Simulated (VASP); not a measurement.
# AgCl in VASP: further runs, part 2 of 2

VASP 6.6.1. Earlier steps stand in the parts before.

### Step 3. Single point, r2SCAN (shear xy strain -3.3%)

File POSCAR:

```
AgCl
1.0
   -0.0463121697      2.7731838126      2.7731838126
    2.7731838126     -0.0463121697      2.7731838126
    2.7268716430      2.7268716430      0.0000000000
Ag Cl
1 1
Direct
    0.0000000000      0.0000000000      0.0000000000
    0.5000000000      0.5000000000      0.5000000000
```

File INCAR.step1:

```
SYSTEM = AgCl
PREC = Accurate
ENCUT = 520
ISMEAR = 0
SIGMA = 0.01
LREAL = .False.
LASPH = .True.
NELM = 100
NBANDS = 16
GGA = PE
ALGO = Normal
EDIFF = 1E-4
LWAVE = .True.
LCHARG = .False.
```

File INCAR.step2:

```
SYSTEM = AgCl
PREC = Accurate
ENCUT = 520
EDIFF = 1E-6
ISMEAR = 0
SIGMA = 0.01
LREAL = .False.
LASPH = .True.
NELM = 100
ALGO = Normal
ISIF = 2
LWAVE = .False.
LCHARG = .False.
METAGGA = R2SCAN
LMIXTAU = .True.
NBANDS = 16
ISTART = 1
```

File KPOINTS:

```
Automatic mesh
0
Gamma
  8 8 8
  0 0 0
```

Potentials or basis: VASP PAW PBE potentials, release 64 (Ag, Cl).

Launch:

```bash
cat potpaw_PBE.64/Ag/POTCAR potpaw_PBE.64/Cl/POTCAR > POTCAR
cp INCAR.step1 INCAR
mpirun -np 1 vasp_std > vasp.out
cp INCAR.step2 INCAR
mpirun -np 1 vasp_std > vasp.out
```

OUTCAR:

```text
SYSTEM = AgCl
   PREC = Accurate
   ENCUT = 520
   EDIFF = 1E-6
   ISMEAR = 0
   LREAL = .False.
   LASPH = .True.
   NELM = 100
   ISIF = 2
   METAGGA = R2SCAN
   ISTART = 1

 ion  position               nearest neighbor table
   1  0.000  0.000  0.000-   2 2.77   2 2.77   2 2.77   2 2.77   2 2.77   2 2.77
   2  0.500  0.500  0.500-   1 2.77   1 2.77   1 2.77   1 2.77   1 2.77   1 2.77

  LATTYP: Found a body centered orthorhombic cell.
 ALAT       =     3.8563788604
 B/A-ratio  =     1.0339672531
 C/A-ratio  =     1.4382320374

  Lattice vectors:

 A1 = (   0.0463121697,  -2.7731838126,  -2.7731838126)
 A2 = (  -0.0463121696,   2.7731838127,  -2.7731838126)
 A3 = (   2.7731838126,  -0.0463121697,   2.7731838126)

Analysis of symmetry for initial positions (statically):
=====================================================================
 Subroutine PRICEL returns:
 Original cell was already a primitive cell.

 Routine SETGRP: Setting up the symmetry group for a
 body centered orthorhombic supercell.

 Subroutine GETGRP returns: Found  8 space group operations
 (whereof  8 operations were pure point group operations)
 out of a pool of  8 trial point group operations.

The static configuration has the point symmetry D_2h.

Analysis of symmetry for dynamics (positions and initial velocities):
=====================================================================
 Subroutine PRICEL returns:
 Original cell was already a primitive cell.

 Routine SETGRP: Setting up the symmetry group for a
 body centered orthorhombic supercell.

 Subroutine GETGRP returns: Found  8 space group operations
 (whereof  8 operations were pure point group operations)
 out of a pool of  8 trial point group operations.

The dynamic configuration has the point symmetry D_2h.

 Subroutine INISYM returns: Found  8 space group operations
 (whereof  8 operations are pure point group operations),
[... 108 lines left out ...]
   NUPDOWN=      -1.0000    fix difference up-down
   EMIN   =  10.00;   EMAX   =-10.00  energy-range for DOS
   EFERMI =   0.00;   METHOD = LEGACY
   ISMEAR =     0;   SIGMA  =   0.01  broadening in eV -4-tet -1-fermi 0-gaus
   EFERMI_NEDOS =   21; number of points for ismear=-14 and -15
   IALGO  =     38    algorithm
   IMIX   =      4    mixing-type and parameters
     AMIX     =   0.40;   BMIX     =  1.00
     AMIX_MAG =   1.60;   BMIX_MAG =  1.00
  volume/ion in A,a.u.               =      21.32       143.88
  Fermi-wavevector in a.u.,A,eV,Ry     =   1.228054  2.320685 20.519165  1.508116
  Thomas-Fermi vector in A             =   2.362994
   LORBIT       =      0    0 simple, 1 ext, 2 COOP (PROOUT), +10 PAW based schemes
   METAGGA = R2SCAN    functional components
   LHFCALC =     F    Hartree Fock is set to
   AEXX    =    0.0000 exact exchange contribution
   IVDW    =     0    specifies the selected vdW correction
   LEPSILON=     F    determine dielectric tensor
   LRPA    =     F    only Hartree local field effects (RPA)
 non-spin polarized calculation
 Gauss-broadening in eV      SIGMA  =   0.01
  energy-cutoff  :      520.00
  volume of cell :       42.64
 maximum number of plane-waves:      1168
 NGX is ok and might be reduce to    30
   NGX = 15   NGY = 15   NGZ = 15

 number of electron      18.0000001 magnetization

 Free energy of the ion-electron system (eV)
  ---------------------------------------------------
  ext. energy  EPLUGINS =         0.00000000
  ---------------------------------------------------
  free energy    TOTEN  =       -28.64239621 eV

  energy without entropy =      -28.64239621  energy(sigma->0) =      -28.64239621

 E-fermi :   3.6526     XC(G=0): -10.5097

 val. band max:        3.5686422914   @ k =  -0.0000  -0.0000   0.5000
 cond. band min:       4.9584832653   @ k =   0.0000   0.0000   0.0000
 fundamental gap:      1.3898409738
 Fermi energy:         3.6525751999

 k-point     1 :       0.0000    0.0000    0.0000
  band No.  band energies     occupation
      1     -12.2738      2.00000
      2       1.0239      2.00000
      3       1.0817      2.00000
      4       1.0932      2.00000
      5       1.0942      2.00000
      6       1.1296      2.00000
[... 433 lines left out ...]
      3       0.0965      2.00000
      4       0.1820      2.00000
      5       1.1343      2.00000
      6       1.3081      2.00000
[... 8 lines left out ...]
     15      17.6812      0.00000
     16      18.4291      0.00000

 [... further k-points ...]
[... 5 lines left out ...]
  --------------------------------------------------------------------------------------
  -------------------------------------------------------------------------------------
  Total       -0.0305367     -0.0305367     -0.0344970      0.0488802      0.0000000      0.0000000
  in kB       -1.1473302     -1.1473302     -1.2961251      1.8365317      0.0000000      0.0000000
  external PRESSURE =      -1.1969285 kB  Pullay stress =       0.0000000 kB

 VOLUME and BASIS-vectors are now :
 -----------------------------------------------------------------------------
  energy-cutoff  :      520.00
  volume of cell :       42.64
      direct lattice vectors                 reciprocal lattice vectors
    -0.046312170  2.773183813  2.773183813    -0.177336660  0.177336660  0.180298182
     2.773183813 -0.046312170  2.773183813     0.177336660 -0.177336660  0.180298182
     2.726871643  2.726871643  0.000000000     0.183360299  0.183360299 -0.180298182

 POSITION                                       TOTAL-FORCE (eV/Angst)
 -----------------------------------------------------------------------------------
      0.00000      0.00000      0.00000         0.000000     -0.000000      0.000000
      2.72687      2.72687      2.77318        -0.000000      0.000000      0.000000
 -----------------------------------------------------------------------------------
    total drift:                               -0.000000      0.000000      0.000000

  FREE ENERGIE OF THE ION-ELECTRON SYSTEM (eV)
  ---------------------------------------------------
  free  energy   TOTEN  =       -28.6423962075 eV

  energy  without entropy=      -28.6423962075  energy(sigma->0) =      -28.64239621
```

OSZICAR.step1:

```text
N       E                     dE             d eps       ncg     rms          rms(c)
DAV:   1     0.101345995288E+03    0.10135E+03   -0.86990E+03  3104   0.101E+03
DAV:   2    -0.179397214081E+01   -0.10314E+03   -0.95175E+02  3824   0.224E+02
DAV:   3    -0.555022130834E+01   -0.37562E+01   -0.37478E+01  3720   0.448E+01
DAV:   4    -0.557705540390E+01   -0.26834E-01   -0.26832E-01  3808   0.405E+00
DAV:   5    -0.557741961135E+01   -0.36421E-03   -0.36420E-03  3856   0.463E-01    0.616E+00
DAV:   6    -0.539807592629E+01    0.17934E+00   -0.24650E-01  3912   0.644E+00    0.400E+00
DAV:   7    -0.539408036804E+01    0.39956E-02   -0.96136E-02  3736   0.206E+00    0.196E+00
DAV:   8    -0.539338159711E+01    0.69877E-03   -0.46583E-03  3704   0.704E-01    0.311E-01
DAV:   9    -0.539345706511E+01   -0.75468E-04   -0.50396E-04  3800   0.279E-01
   1 F= -.53934571E+01 E0= -.53934571E+01  d E =-.501010E-83
```

It took 2 min on 1 thread of Intel Xeon 6975P-C (Granite Rapids), shared host; peak memory 0.21 GiB.

Results:

```yaml
Free_energy: -28.6424 eV
Pressure: -0.1 GPa
Band_gap_on_the_k_mesh: 1.39 eV, indirect (least direct gap 3.67 eV)
```

Stress tensor (GPa, compression positive):
```
-0.11  0.18  0.00
 0.18 -0.11  0.00
 0.00  0.00 -0.13
```

Caveat: the cell differs from its parent crystal (shear xy strain -3.3%); the PAW data sets were made with another functional, which shifts forces and pressure a little. A k mesh can miss the band edges.
